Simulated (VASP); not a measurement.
# C (Pm) in VASP: notebook

The runs below take C through single point, with PBE.

Program: VASP 6.6.1. These are calculated values, not measurements. Logs are shortened: lines on timing, memory, paths and dates and some standing lists are left out, and cuts for length are marked.

### 1 The cell of the first run

The structure is monoclinic, space group Pm (No. 6). The conventional cell has a = 2.467 Å, b = 8.513 Å, c = 2.467 Å, α = 90.00°, β = 120.00°, γ = 90.00°. Within 1.7 Å of C (site symmetry m) lie 3 C at 1.25 to 1.60 Å. C (site symmetry m) has 3 C at 1.42 Å within 1.9 Å. Within 1.7 Å of C (site symmetry m) lie 3 C at 1.25 to 1.60 Å. C (site symmetry m) has 3 C at 1.42 Å within 1.9 Å.

### 2 Single point, PBE (atom 1 (C) moved -0.200 Å along Cartesian [1 0 0])

Input file INCAR:

```
PREC = Accurate
ENCUT = 520
EDIFF = 1E-6
ISMEAR = 0
SIGMA = 0.15
LREAL = F
LASPH = T
NELM = 60
ALGO = Normal
ISIF = 2
LWAVE = F
LCHARG = T
GGA = PE
LELF = T
LVHAR = T
NBANDS = 16
```

Input file KPOINTS:

```
Automatic mesh
0
Gamma
  24 24 6
```

Input file POSCAR:

```
C
1.0
    2.4665344233      0.0000000000      0.0000000000
   -1.2332672117      2.1360814699      0.0000000000
    0.0000000000      0.0000000000      8.5128477067
C
4
Direct
   -0.0810854282      0.0000000000      0.0025000000
    0.0000000000      0.0000000000      0.5025000000
    0.3333333333      0.6666666667      0.0025000000
    0.6666666667      0.3333333333      0.5025000000
```

Potentials or basis: VASP PAW PBE potentials, release 64 (C).

Started as:

```bash
> cat potpaw_PBE.64/C/POTCAR > POTCAR
> mpirun -np 1 vasp_std > vasp.out
```

OUTCAR:

```text
PREC = Accurate
   ENCUT = 520
   EDIFF = 1E-6
   ISMEAR = 0
   LREAL = F
   LASPH = T
   NELM = 60
   ISIF = 2
   GGA = PE

 ion  position               nearest neighbor table
   1  0.919  0.000  0.002-   3 1.25   3 1.44   3 1.60
   2  0.000  0.000  0.502-   4 1.42   4 1.42   4 1.42
   3  0.333  0.667  0.002-   1 1.25   1 1.44   1 1.60
   4  0.667  0.333  0.502-   2 1.42   2 1.42   2 1.42

  LATTYP: Found a hexagonal cell.
 ALAT       =     2.4665344233
 C/A-ratio  =     3.4513395095

  Lattice vectors:

 A1 = (   2.4665344233,   0.0000000000,   0.0000000000)
 A2 = (  -1.2332672117,   2.1360814699,   0.0000000000)
 A3 = (   0.0000000000,   0.0000000000,   8.5128477067)

Analysis of symmetry for initial positions (statically):
=====================================================================
 Subroutine PRICEL returns:
 Original cell was already a primitive cell.

 Routine SETGRP: Setting up the symmetry group for a
 hexagonal supercell.

 Subroutine GETGRP returns: Found  2 space group operations
 (whereof  1 operations were pure point group operations)
 out of a pool of 24 trial point group operations.

The static configuration has the point symmetry C_1 .
 The point group associated with its full space group is C_1h.

Analysis of symmetry for dynamics (positions and initial velocities):
=====================================================================
 Subroutine PRICEL returns:
 Original cell was already a primitive cell.

 Routine SETGRP: Setting up the symmetry group for a
 hexagonal supercell.

 Subroutine GETGRP returns: Found  2 space group operations
 (whereof  1 operations were pure point group operations)
 out of a pool of 24 trial point group operations.

The dynamic configuration has the point symmetry C_1 .
 The point group associated with its full space group is C_1h.

 Subroutine INISYM returns: Found  2 space group operations
 (whereof  1 operations are pure point group operations),
 and found     1 'primitive' translations

----------------------------------------------------------------------------------------

                                     Primitive cell

  volume of cell :      44.8518

  direct lattice vectors                    reciprocal lattice vectors
     2.466534423  0.000000000  0.000000000     0.405427141  0.234073469  0.000000000
    -1.233267212  2.136081470  0.000000000     0.000000000  0.468146938  0.000000000
     0.000000000  0.000000000  8.512847707     0.000000000  0.000000000  0.117469504

  length of vectors
     2.466534423  2.466534423  8.512847707     0.468146938  0.468146938  0.117469504

  position of ions in fractional coordinates (direct lattice)
     0.918914572  0.000000000  0.002500000
     0.000000000  0.000000000  0.502500000
     0.333333333  0.666666667  0.002500000
     0.666666667  0.333333333  0.502500000

  ion indices of the primitive-cell ions
   primitive index   ion index
                 1           1
                 2           2
                 3           3
                 4           4

----------------------------------------------------------------------------------------

 KPOINTS: Automatic mesh

Automatic generation of k-mesh.
 Grid dimensions read from file:
 generate k-points for:   24   24    6

 Generating k-lattice:

  Cartesian coordinates                     Fractional coordinates (reciprocal lattice)
     0.016892798  0.009753061  0.000000000     0.041666667  0.000000000  0.000000000
     0.000000000  0.019506122  0.000000000     0.000000000  0.041666667  0.000000000
     0.000000000  0.000000000  0.019578251     0.000000000  0.000000000  0.166666667

  Length of vectors
     0.019506122  0.019506122  0.019578251

  Shift w.r.t. Gamma in fractional coordinates (k-lattice)
     0.000000000  0.000000000  0.000000000

 Subroutine IBZKPT returns following result:
 ===========================================

 Found   1160 irreducible k-points:

 Following reciprocal coordinates:
            Coordinates               Weight
  0.000000  0.000000  0.000000      1.000000
  0.041667 -0.000000  0.000000      2.000000
  0.000000  0.041667  0.000000      2.000000
 -0.041667  0.041667  0.000000      2.000000
  0.083333 -0.000000  0.000000      2.000000
  0.000000  0.083333  0.000000      2.000000
[... 16 lines left out ...]
  0.333333 -0.000000  0.000000      2.000000
  0.000000  0.333333  0.000000      2.000000
 [... further k-points ...]
   k-points           NKPTS =   1160   k-points in BZ     NKDIM =   1160   number of bands    NBANDS=     16
   number of dos      NEDOS =    301   number of ions     NIONS =      4
   total plane-waves  NPLWV =  20736
   dimension x,y,z NGX =    18 NGY =   18 NGZ =   64
   dimension x,y,z NGXF=    36 NGYF=   36 NGZF=  128
   ions per type =               4
   NGX,Y,Z   is equivalent  to a cutoff of  12.13, 12.13, 12.50 a.u.
   NGXF,Y,Z  is equivalent  to a cutoff of  24.26, 24.26, 25.00 a.u.
 SYSTEM =  unknown system
   PREC   = accura    normal or accurate (medium, high low for compatibility)
   ISTART =      0    job   : 0-new  1-cont  2-samecut
   ICHARG =      2    charge: 1-file 2-atom 10-const
   ISPIN  =      1    spin polarized calculation?
   LNONCOLLINEAR =      F non collinear calculations
   LSORBIT =      F    spin-orbit coupling
   LASPH  =      T    aspherical Exc in radial PAW
   ENCUT  =  520.0 eV  38.22 Ry    6.18 a.u.   4.59  4.59 15.83*2*pi/ulx,y,z
   NELM   =     60;   NELMIN=  2; NELMDL= -5     # of ELM steps
   EDIFF  = 0.1E-05   stopping-criterion for ELM
   LREAL  =      F    real-space projection
   EDIFFG = 0.1E-04   stopping-criterion for IOM
   NSW    =      0    number of steps for IOM
   IBRION =     -1    ionic relax: 0-MD 1-quasi-New 2-CG
   NFREE  =      0    steps in history (QN), initial steepest desc. (CG)
   ISIF   =      2    stress and relaxation
   ISYM   =      2    0-nonsym 1-usesym 2-fastsym
   POTIM  = 0.5000    time-step for ionic-motion
   TEBEG  =    0.0;   TEEND  =   0.0 temperature during run
   PSTRESS=    0.0 pullay stress
   NELECT =      16.0000    total number of electrons
   NUPDOWN=      -1.0000    fix difference up-down
   EMIN   =  10.00;   EMAX   =-10.00  energy-range for DOS
   EFERMI =   0.00;   METHOD = LEGACY
   ISMEAR =     0;   SIGMA  =   0.15  broadening in eV -4-tet -1-fermi 0-gaus
   EFERMI_NEDOS =   21; number of points for ismear=-14 and -15
   IALGO  =     38    algorithm
   IMIX   =      4    mixing-type and parameters
     AMIX     =   0.40;   BMIX     =  1.00
     AMIX_MAG =   1.60;   BMIX_MAG =  1.00
  volume/ion in A,a.u.               =      11.21        75.67
  Fermi-wavevector in a.u.,A,eV,Ry     =   1.161061  2.194086 18.341492  1.348062
  Thomas-Fermi vector in A             =   2.297637
   LORBIT       =      0    0 simple, 1 ext, 2 COOP (PROOUT), +10 PAW based schemes
   GGA     = PE    functional components
   LHFCALC =     F    Hartree Fock is set to
   AEXX    =    0.0000 exact exchange contribution
   IVDW    =     0    specifies the selected vdW correction
   LEPSILON=     F    determine dielectric tensor
   LRPA    =     F    only Hartree local field effects (RPA)
 non-spin polarized calculation
 Gauss-broadening in eV      SIGMA  =   0.15
  energy-cutoff  :      520.00
  volume of cell :       44.85
 maximum number of plane-waves:      1233
   NGX =  9   NGY =  9   NGZ = 31

 number of electron      15.9999996 magnetization

 Free energy of the ion-electron system (eV)
  ---------------------------------------------------
  ext. energy  EPLUGINS =         0.00000000
  ---------------------------------------------------
  free energy    TOTEN  =       -35.83942182 eV

  energy without entropy =      -35.83687857  energy(sigma->0) =      -35.83815020

 E-fermi :   2.7105     XC(G=0):  -8.7195

 val. band max:        2.6890875989   @ k =  -0.0417   0.0417   0.5000
 cond. band min:       2.7372467762   @ k =   0.3750   0.2083   0.0000
 fundamental gap:      0.0481591772
 Fermi energy:         2.7105268984

 k-point     1 :       0.0000    0.0000    0.0000
  band No.  band energies     occupation
      1     -16.7787      2.00000
      2     -16.7124      2.00000
      3      -5.0999      2.00000
      4      -4.6189      2.00000
      5      -2.8945      2.00000
      6      -0.3034      2.00000
[... 8 lines left out ...]
     15      13.9371      0.00000
     16      14.1595      0.00000

 k-point     2 :       0.0417   -0.0000    0.0000
  band No.  band energies     occupation
      1     -16.7378      2.00000
      2     -16.6731      2.00000
      3      -5.0496      2.00000
      4      -4.5695      2.00000
      5      -2.9975      2.00000
      6      -0.4725      2.00000
[... 8 lines left out ...]
     15      13.9237      0.00000
     16      14.0157      0.00000

 k-point     3 :       0.0000    0.0417    0.0000
  band No.  band energies     occupation
      1     -16.7378      2.00000
      2     -16.6723      2.00000
      3      -5.0506      2.00000
      4      -4.5707      2.00000
      5      -2.9859      2.00000
      6      -0.4725      2.00000
[... 8 lines left out ...]
     15      14.0157      0.00000
     16      14.1358      0.00000

 k-point     4 :      -0.0417    0.0417    0.0000
  band No.  band energies     occupation
      1     -16.7377      2.00000
      2     -16.6714      2.00000
      3      -5.0520      2.00000
      4      -4.5724      2.00000
      5      -2.9475      2.00000
      6      -0.4725      2.00000
[... 8 lines left out ...]
     15      14.0157      0.00000
     16      14.0746      0.00000
[... 324 lines left out ...]
 k-point    22 :      -0.2917    0.2917    0.0000
  band No.  band energies     occupation
      1     -14.7925      2.00000
      2     -14.7466      2.00000
      3      -5.7924      2.00000
      4      -5.2757      2.00000
      5      -3.4637      2.00000
      6      -2.8942      2.00000
[... 8 lines left out ...]
     15      15.5708      0.00000
     16      17.5304      0.00000

 k-point    23 :       0.3333   -0.0000    0.0000
  band No.  band energies     occupation
      1     -14.2756      2.00000
      2     -14.1878      2.00000
      3      -7.7166      2.00000
      4      -6.8913      2.00000
      5      -3.0435      2.00000
      6      -1.9989      2.00000
[... 8 lines left out ...]
     15      16.1291      0.00000
     16      17.5493      0.00000

 k-point    24 :       0.0000    0.3333    0.0000
  band No.  band energies     occupation
      1     -14.2293      2.00000
      2     -14.1850      2.00000
      3      -7.3592      2.00000
      4      -6.8913      2.00000
      5      -3.0435      2.00000
      6      -2.0905      2.00000
[... 8 lines left out ...]
     15      16.2492      0.00000
     16      17.9413      0.00000

 [... further k-points ...]
[... 5 lines left out ...]
  --------------------------------------------------------------------------------------
  -------------------------------------------------------------------------------------
  Total        3.5964104      2.6039573     -0.0012394      2.8616127      0.0000000      0.0000000
  in kB      128.4694826     93.0174843     -0.0442731    102.2213423      0.0000000      0.0000000
  external PRESSURE =      73.8142313 kB  Pullay stress =       0.0000000 kB

 VOLUME and BASIS-vectors are now :
 -----------------------------------------------------------------------------
  energy-cutoff  :      520.00
  volume of cell :       44.85
      direct lattice vectors                 reciprocal lattice vectors
     2.466534423  0.000000000  0.000000000     0.405427141  0.234073469  0.000000000
    -1.233267212  2.136081470  0.000000000     0.000000000  0.468146938  0.000000000
     0.000000000  0.000000000  8.512847707     0.000000000  0.000000000  0.117469504

 POSITION                                       TOTAL-FORCE (eV/Angst)
 -----------------------------------------------------------------------------------
      2.26653      0.00000      0.02128        10.315031      2.685634      0.000000
      0.00000      0.00000      4.27771         0.000352      0.000394      0.000000
     -0.00000      1.42405      0.02128       -10.315475     -2.686281      0.000000
      1.23327      0.71203      4.27771         0.000091      0.000254      0.000000
 -----------------------------------------------------------------------------------
    total drift:                                0.000076      0.000018     -0.000012

  FREE ENERGIE OF THE ION-ELECTRON SYSTEM (eV)
  ---------------------------------------------------
  free  energy   TOTEN  =       -35.8394218229 eV

  energy  without entropy=      -35.8368785696  energy(sigma->0) =      -35.83815020
```

It took 10 min on 1 thread of Intel Xeon Platinum 8375C at 2.90GHz (Ice Lake), shared host; peak memory 0.63 GiB.

Results:

| Item | Value |
| --- | --- |
| Free energy | -35.8394 eV |
| Pressure | 7.4 GPa |
| Largest force | 10.660 eV/Å |
| Band gap on the k mesh | zero (band 8 reaches 3.03 eV, above the bottom of band 9 at 2.58 eV) |

Forces on the atoms (eV/Å):
```
C    10.315   2.686   0.000
C     0.000   0.000   0.000
C   -10.315  -2.686   0.000
C     0.000   0.000   0.000
```

Levels at points of the mesh, in eV from the Fermi level:
| k point | band 5 | band 6 | band 7 | band 8 | band 9 | band 10 | band 11 | band 12 |
| --- | --- | --- | --- | --- | --- | --- | --- | --- |
| (0.00, 0.00, 0.00) | -5.61 | -3.01 | -3.01 | 0.32 | 3.19 | 4.68 | 6.45 | 8.33 |
| (0.50, 0.00, 0.00) | -6.39 | -5.21 | -2.34 | -0.93 | -0.12 | 1.73 | 7.39 | 7.53 |
| (0.00, 0.50, 0.00) | -6.39 | -5.54 | -2.51 | -2.30 | 1.68 | 2.04 | 5.68 | 7.39 |
| (0.50, 0.50, 0.00) | -7.41 | -6.39 | -3.39 | -2.33 | 1.71 | 3.84 | 6.64 | 7.39 |
| (0.00, 0.00, 0.50) | -5.60 | -3.01 | -3.01 | 0.32 | 4.40 | 4.48 | 4.68 | 8.33 |
| (0.50, 0.00, 0.50) | -6.39 | -5.21 | -2.33 | -0.93 | -0.13 | 1.71 | 7.39 | 7.52 |
| (0.00, 0.50, 0.50) | -6.39 | -5.54 | -2.48 | -2.33 | 1.71 | 1.99 | 5.68 | 7.39 |
| (0.50, 0.50, 0.50) | -7.41 | -6.39 | -3.39 | -2.33 | 1.71 | 3.81 | 6.64 | 7.39 |

Caveat: the cell differs from its parent crystal (atom 1 (C) moved -0.200 Å along Cartesian [1 0 0]); this functional lacks dispersion, which binds the layers, so the pressure and a relaxed spacing across them are unreliable; forces of over 1 eV/Å act on the atoms, so gaps and moduli don't describe the material at rest.

### 3 Single point, PBE (atom 1 (C) moved +0.150 Å along Cartesian [1 0 0])

Input file INCAR:

```
ALGO = Normal
EDIFF = 1E-6
ENCUT = 520
GGA = PE
ISIF = 2
ISMEAR = 0
LASPH = T
LCHARG = F
LREAL = F
LWAVE = F
NBANDS = 16
NELM = 60
PREC = Accurate
SIGMA = 0.15
```

Input file KPOINTS:

```
k-points
0
Gamma
  24 24 6
```

POSCAR, as its differences from that of step 2:

```diff
@@ -8,3 +8,3 @@
 Direct
-   -0.0810854282      0.0000000000      0.0025000000
+    0.0608140712      0.0000000000      0.0025000000
     0.0000000000      0.0000000000      0.5025000000
```

Potentials or basis: VASP PAW PBE potentials, release 64 (C).

Started as:

```bash
> cat potpaw_PBE.64/C/POTCAR > POTCAR
> mpirun -np 1 vasp_std > vasp.out
```

It took 10 min on 1 thread of Intel Xeon Platinum 8375C at 2.90GHz (Ice Lake), shared host; peak memory 0.63 GiB.

It converged, with:

```
Free energy            : -36.3036 eV
Pressure               : 4.3 GPa
Largest force          : 8.179 eV/Å
Band gap on the k mesh : zero (filled and empty bands touch)
```

Forces in eV/Å, atoms in the order of the input:
```
C   -8.042  1.491  0.000
C    0.000  0.000  0.000
C    8.042 -1.492  0.000
C    0.000  0.000  0.000
```

Stress tensor (GPa, compression positive):
```
 7.46 -6.90  0.00
-6.90  5.58  0.00
 0.00  0.00  0.00
```

Levels at points of the mesh, in eV from the Fermi level:
| k point | band 4 | band 5 | band 6 | band 7 | band 8 | band 9 | band 10 | band 11 | band 12 | band 13 |
| --- | --- | --- | --- | --- | --- | --- | --- | --- | --- | --- |
| (0.00, 0.00, 0.00) | -7.34 | -5.04 | -3.03 | -3.03 | -0.56 | 3.14 | 5.53 | 6.43 | 8.32 | 8.32 |
| (0.50, 0.00, 0.00) | -12.14 | -7.19 | -6.40 | -3.16 | -2.34 | 1.70 | 3.29 | 6.85 | 7.38 | 10.64 |
| (0.00, 0.50, 0.00) | -13.09 | -6.40 | -5.88 | -2.46 | -2.30 | 1.65 | 1.93 | 6.35 | 7.38 | 10.66 |
| (0.50, 0.50, 0.00) | -13.22 | -6.40 | -5.48 | -2.35 | -1.31 | 0.30 | 1.72 | 7.37 | 7.57 | 10.57 |
| (0.00, 0.00, 0.50) | -7.59 | -5.04 | -3.03 | -3.03 | -0.56 | 4.38 | 4.43 | 5.53 | 8.32 | 8.32 |
| (0.50, 0.00, 0.50) | -12.14 | -7.19 | -6.40 | -3.16 | -2.34 | 1.69 | 3.26 | 6.86 | 7.38 | 11.44 |
| (0.00, 0.50, 0.50) | -13.09 | -6.40 | -5.88 | -2.42 | -2.34 | 1.69 | 1.86 | 6.35 | 7.38 | 11.50 |
| (0.50, 0.50, 0.50) | -13.22 | -6.40 | -5.48 | -2.34 | -1.32 | 0.29 | 1.69 | 7.38 | 7.57 | 11.47 |

Caveat: the cell differs from its parent crystal (atom 1 (C) moved +0.150 Å along Cartesian [1 0 0]); this functional lacks dispersion, which binds the layers, so the pressure and a relaxed spacing across them are unreliable; forces of over 1 eV/Å act on the atoms, so gaps and moduli don't describe the material at rest.
